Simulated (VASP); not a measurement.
# Pd (P6_3/mmc) in VASP: single point with PBE

Aim: the single point of Pd with PBE.

Program: VASP 6.6.1. These are calculated values, not measurements. Logs are shortened: lines on timing, memory, paths and dates and some standing lists are left out, and cuts for length are marked.

### Step 1. The cell of the first run

The structure is hexagonal, space group P6_3/mmc (No. 194). The conventional cell has a = 2.939 Å, b = 2.939 Å, c = 4.154 Å, α = 90.00°, β = 90.00°, γ = 120.00°. Within 3.5 Å of Pd (site symmetry -6m2) lie 12 Pd at 2.68 to 2.94 Å.

### Step 2. Single point, PBE, collinear spin, ferromagnetic start

The input, INCAR:

```
ALGO     = Normal         # electronic algorithm
EDIFF    = 1E-7           # SCF threshold, eV
ENCUT    = 520            # plane-wave cutoff, eV
GGA      = PE             # functional
ISIF     = 2              # what is computed and relaxed
ISMEAR   = 0              # smearing method
ISPIN    = 2              # spin polarisation
LASPH    = T              # aspherical terms in the spheres
LCHARG   = F              # write CHGCAR
LMAXMIX  = 4              # l up to which the mixer works
LORBIT   = 11             # projections on sites
LREAL    = F              # projectors in reciprocal space
LWAVE    = F              # write WAVECAR
MAGMOM   = 0.52 0.52      # initial moments
NBANDS   = 21             # bands
NELM     = 150            # most SCF steps
PREC     = Accurate       # precision mode
SIGMA    = 0.15           # smearing width, eV
```

The input, KPOINTS:

```
k-points
0
Gamma
  21 21 12
```

The input, POSCAR:

```
Pd
1.0
    2.9386238623      0.0000000000      0.0000000000
   -1.4693119312      2.5449229169      0.0000000000
    0.0000000000      0.0000000000      4.1535849040
Pd
2
Direct
    0.6666666667      0.3333333333      0.7500000000
    0.3333333333      0.6666666667      0.2500000000
```

Potentials or basis: VASP PAW PBE potentials, release 64 (Pd).

On the command line:

```bash
$ cat potpaw_PBE.64/Pd/POTCAR > POTCAR
$ mpirun -np 1 vasp_std > vasp.out
```

OUTCAR:

```text
EDIFF = 1E-7
   ENCUT = 520
   GGA = PE
   ISIF = 2
   ISMEAR = 0
   ISPIN = 2
   LASPH = T
   LORBIT = 11
   LREAL = F
   NELM = 150
   PREC = Accurate

 ion  position               nearest neighbor table
   1  0.667  0.333  0.750-   2 2.68   2 2.68   2 2.68   2 2.68   2 2.68   2 2.68
   2  0.333  0.667  0.250-   1 2.68   1 2.68   1 2.68   1 2.68   1 2.68   1 2.68

  LATTYP: Found a hexagonal cell.
 ALAT       =     2.9386238623
 C/A-ratio  =     1.4134455781

  Lattice vectors:

 A1 = (   2.9386238623,   0.0000000000,   0.0000000000)
 A2 = (  -1.4693119312,   2.5449229169,   0.0000000000)
 A3 = (   0.0000000000,   0.0000000000,   4.1535849040)

Analysis of symmetry for initial positions (statically):
=====================================================================
 Subroutine PRICEL returns:
 Original cell was already a primitive cell.

 Routine SETGRP: Setting up the symmetry group for a
 hexagonal supercell.

 Subroutine GETGRP returns: Found 24 space group operations
 (whereof 12 operations were pure point group operations)
 out of a pool of 24 trial point group operations.

The static configuration has the point symmetry D_3d.
 The point group associated with its full space group is D_6h.

Analysis of symmetry for dynamics (positions and initial velocities):
=====================================================================
 Subroutine PRICEL returns:
 Original cell was already a primitive cell.

 Routine SETGRP: Setting up the symmetry group for a
 hexagonal supercell.

 Subroutine GETGRP returns: Found 24 space group operations
 (whereof 12 operations were pure point group operations)
 out of a pool of 24 trial point group operations.

The dynamic configuration has the point symmetry D_3d.
 The point group associated with its full space group is D_6h.

Analysis of structural, dynamic, and magnetic symmetry:
=====================================================================
 Subroutine PRICEL returns:
 Original cell was already a primitive cell.

 Routine SETGRP: Setting up the symmetry group for a
 hexagonal supercell.

 Subroutine GETGRP returns: Found 24 space group operations
 (whereof 12 operations were pure point group operations)
 out of a pool of 24 trial point group operations.

The overall configuration has the point symmetry D_3d.
 The point group associated with its full space group is D_6h.

 Subroutine INISYM returns: Found 24 space group operations
 (whereof 12 operations are pure point group operations),
 and found     1 'primitive' translations

----------------------------------------------------------------------------------------

                                     Primitive cell

  volume of cell :      31.0629

  direct lattice vectors                    reciprocal lattice vectors
     2.938623862  0.000000000  0.000000000     0.340295338  0.196469605  0.000000000
    -1.469311931  2.544922917  0.000000000     0.000000000  0.392939210  0.000000000
     0.000000000  0.000000000  4.153584904     0.000000000  0.000000000  0.240755883

  length of vectors
     2.938623862  2.938623862  4.153584904     0.392939210  0.392939210  0.240755883

  position of ions in fractional coordinates (direct lattice)
     0.666666667  0.333333333  0.750000000
     0.333333333  0.666666667  0.250000000

  ion indices of the primitive-cell ions
   primitive index   ion index
                 1           1
                 2           2

----------------------------------------------------------------------------------------

 KPOINTS: k-points

Automatic generation of k-mesh.
 Grid dimensions read from file:
 generate k-points for:   21   21   12

 Generating k-lattice:

  Cartesian coordinates                     Fractional coordinates (reciprocal lattice)
     0.016204540  0.009355695  0.000000000     0.047619048 -0.000000000  0.000000000
     0.000000000  0.018711391  0.000000000     0.000000000  0.047619048  0.000000000
     0.000000000  0.000000000  0.020062990     0.000000000  0.000000000  0.083333333

  Length of vectors
     0.018711391  0.018711391  0.020062990

  Shift w.r.t. Gamma in fractional coordinates (k-lattice)
     0.000000000  0.000000000  0.000000000

 Subroutine IBZKPT returns following result:
 ===========================================

 Found    336 irreducible k-points:

 Following reciprocal coordinates:
            Coordinates               Weight
  0.000000  0.000000  0.000000      1.000000
  0.047619  0.000000  0.000000      6.000000
  0.095238  0.000000  0.000000      6.000000
  0.142857  0.000000  0.000000      6.000000
  0.190476  0.000000  0.000000      6.000000
  0.238095  0.000000  0.000000      6.000000
[... 16 lines left out ...]
  0.142857  0.095238  0.000000     12.000000
  0.190476  0.095238  0.000000     12.000000
 [... further k-points ...]
   k-points           NKPTS =    336   k-points in BZ     NKDIM =    336   number of bands    NBANDS=     21
   number of dos      NEDOS =    301   number of ions     NIONS =      2
   total plane-waves  NPLWV =  18432
   dimension x,y,z NGX =    24 NGY =   24 NGZ =   32
   dimension x,y,z NGXF=    48 NGYF=   48 NGZF=   64
   ions per type =               2
   NGX,Y,Z   is equivalent  to a cutoff of  13.58, 13.58, 12.81 a.u.
   NGXF,Y,Z  is equivalent  to a cutoff of  27.15, 27.15, 25.62 a.u.
 SYSTEM =  unknown system
   PREC   = accura    normal or accurate (medium, high low for compatibility)
   ISTART =      0    job   : 0-new  1-cont  2-samecut
   ICHARG =      2    charge: 1-file 2-atom 10-const
   ISPIN  =      2    spin polarized calculation?
   LNONCOLLINEAR =      F non collinear calculations
   LSORBIT =      F    spin-orbit coupling
   LASPH  =      T    aspherical Exc in radial PAW
   ENCUT  =  520.0 eV  38.22 Ry    6.18 a.u.   5.46  5.46  7.72*2*pi/ulx,y,z
   NELM   =    150;   NELMIN=  2; NELMDL= -5     # of ELM steps
   EDIFF  = 0.1E-06   stopping-criterion for ELM
   LREAL  =      F    real-space projection
   EDIFFG = 0.1E-05   stopping-criterion for IOM
   NSW    =      0    number of steps for IOM
   IBRION =     -1    ionic relax: 0-MD 1-quasi-New 2-CG
   NFREE  =      0    steps in history (QN), initial steepest desc. (CG)
   ISIF   =      2    stress and relaxation
   ISYM   =      2    0-nonsym 1-usesym 2-fastsym
   POTIM  = 0.5000    time-step for ionic-motion
   TEBEG  =    0.0;   TEEND  =   0.0 temperature during run
   PSTRESS=    0.0 pullay stress
   NELECT =      20.0000    total number of electrons
   NUPDOWN=      -1.0000    fix difference up-down
   EMIN   =  10.00;   EMAX   =-10.00  energy-range for DOS
   EFERMI =   0.00;   METHOD = LEGACY
   ISMEAR =     0;   SIGMA  =   0.15  broadening in eV -4-tet -1-fermi 0-gaus
   EFERMI_NEDOS =   21; number of points for ismear=-14 and -15
   IALGO  =     38    algorithm
   IMIX   =      4    mixing-type and parameters
     AMIX     =   0.40;   BMIX     =  1.00
     AMIX_MAG =   1.60;   BMIX_MAG =  1.00
  volume/ion in A,a.u.               =      15.53       104.81
  Fermi-wavevector in a.u.,A,eV,Ry     =   1.413636  2.671385 27.189429  1.998367
  Thomas-Fermi vector in A             =   2.535261
   LORBIT       =     11    0 simple, 1 ext, 2 COOP (PROOUT), +10 PAW based schemes
   GGA     = PE    functional components
   LHFCALC =     F    Hartree Fock is set to
   AEXX    =    0.0000 exact exchange contribution
   IVDW    =     0    specifies the selected vdW correction
   LEPSILON=     F    determine dielectric tensor
   LRPA    =     F    only Hartree local field effects (RPA)
 spin polarized calculation
 Gauss-broadening in eV      SIGMA  =   0.15
  energy-cutoff  :      520.00
  volume of cell :       31.06
 maximum number of plane-waves:       867
 NGX is ok and might be reduce to    24
   NGX = 11   NGY = 11   NGZ = 15

 number of electron      20.0000011 magnetization       0.0009637

 Free energy of the ion-electron system (eV)
  ---------------------------------------------------
  ext. energy  EPLUGINS =         0.00000000
  ---------------------------------------------------
  free energy    TOTEN  =       -10.26177801 eV

  energy without entropy =      -10.22082438  energy(sigma->0) =      -10.24130119

 E-fermi :   9.0048     XC(G=0): -12.8449

 val. band max:        9.0014672120   @ k =   0.3810   0.0000   0.2500
 cond. band min:       9.0082084269   @ k =   0.3333   0.0000   0.2500
 fundamental gap:      0.0067412149
 Fermi energy:         9.0047856095

 spin component 1

 k-point     1 :       0.0000    0.0000    0.0000
  band No.  band energies     occupation
      1       2.2024      1.00000
      2       4.0216      1.00000
      3       6.4324      1.00000
      4       6.4324      1.00000
      5       6.5650      1.00000
      6       6.5650      1.00000
[... 13 lines left out ...]
     20      31.0811      0.00000
     21      32.5419      0.00000
[... 529 lines left out ...]
 k-point    24 :       0.1905    0.0952    0.0000
  band No.  band energies     occupation
      1       3.7199      1.00000
      2       4.6010      1.00000
      3       5.5723      1.00000
      4       5.5967      1.00000
      5       6.0673      1.00000
      6       6.9726      1.00000
[... 13 lines left out ...]
     20      30.7166      0.00000
     21      33.6522      0.00000

 [... further k-points ...]

 spin component 2

 k-point     1 :       0.0000    0.0000    0.0000
  band No.  band energies     occupation
      1       2.2024      1.00000
      2       4.0218      1.00000
      3       6.4327      1.00000
      4       6.4327      1.00000
      5       6.5654      1.00000
      6       6.5654      1.00000
[... 13 lines left out ...]
     20      31.0812      0.00000
     21      32.5420      0.00000
[... 529 lines left out ...]
 k-point    24 :       0.1905    0.0952    0.0000
  band No.  band energies     occupation
      1       3.7200      1.00000
      2       4.6012      1.00000
      3       5.5727      1.00000
      4       5.5969      1.00000
      5       6.0677      1.00000
      6       6.9729      1.00000
[... 13 lines left out ...]
     20      30.7166      0.00000
     21      33.6134      0.00000

 [... further k-points ...]
[... 5 lines left out ...]
  --------------------------------------------------------------------------------------
  -------------------------------------------------------------------------------------
  Total       -0.3635707     -0.3635707      1.6247396      0.0000000      0.0000000      0.0000000
  in kB      -18.7524362    -18.7524362     83.8016625      0.0000000      0.0000000      0.0000000
  external PRESSURE =      15.4322634 kB  Pullay stress =       0.0000000 kB

 VOLUME and BASIS-vectors are now :
 -----------------------------------------------------------------------------
  energy-cutoff  :      520.00
  volume of cell :       31.06
      direct lattice vectors                 reciprocal lattice vectors
     2.938623862  0.000000000  0.000000000     0.340295338  0.196469605  0.000000000
    -1.469311931  2.544922917  0.000000000     0.000000000  0.392939210  0.000000000
     0.000000000  0.000000000  4.153584904     0.000000000  0.000000000  0.240755883

 POSITION                                       TOTAL-FORCE (eV/Angst)
 -----------------------------------------------------------------------------------
      1.46931      0.84831      3.11519        -0.000000      0.000000      0.000000
     -0.00000      1.69662      1.03840         0.000000      0.000000      0.000000
 -----------------------------------------------------------------------------------
    total drift:                               -0.000000      0.000000     -0.000000

  FREE ENERGIE OF THE ION-ELECTRON SYSTEM (eV)
  ---------------------------------------------------
  free  energy   TOTEN  =       -10.2617780095 eV

  energy  without entropy=      -10.2208243786  energy(sigma->0) =      -10.24130119

 total charge

# of ion       s       p       d       tot
------------------------------------------
    1        0.468   0.431   8.477   9.376
    2        0.468   0.431   8.477   9.376
--------------------------------------------------
tot          0.937   0.862  16.954  18.753

 magnetization (x)

# of ion       s       p       d       tot
------------------------------------------
    1        0.000  -0.000   0.000   0.000
    2        0.000  -0.000   0.000   0.000
--------------------------------------------------
tot          0.000  -0.000   0.001   0.001
```

It took 3 min on 1 thread of AMD EPYC 9R45 (Zen 5), shared host; peak memory 0.36 GiB.

What came out:

```yaml
Free_energy: -10.2618 eV
Pressure: 1.5 GPa
Band_gap_on_the_k_mesh: zero (filled and empty bands overlap)
Net_moment: 0.00 μB per cell
Valence_electrons_inside_the_program's_atomic_spheres: Pd 9.38
```

Levels at points of the mesh, in eV from the Fermi level:
Spin up:
| k point | band 8 | band 9 | band 10 | band 11 | band 12 | band 13 |
| --- | --- | --- | --- | --- | --- | --- |
| (0.00, 0.00, 0.00) | -2.02 | -1.84 | -0.28 | -0.28 | 2.49 | 8.97 |
| (0.00, 0.00, 0.50) | -2.19 | -0.58 | -0.58 | -0.58 | -0.58 | 15.70 |
Spin down:
| k point | band 8 | band 9 | band 10 | band 11 | band 12 | band 13 |
| --- | --- | --- | --- | --- | --- | --- |
| (0.00, 0.00, 0.00) | -2.02 | -1.84 | -0.28 | -0.28 | 2.49 | 8.97 |
| (0.00, 0.00, 0.50) | -2.19 | -0.58 | -0.58 | -0.58 | -0.58 | 15.70 |
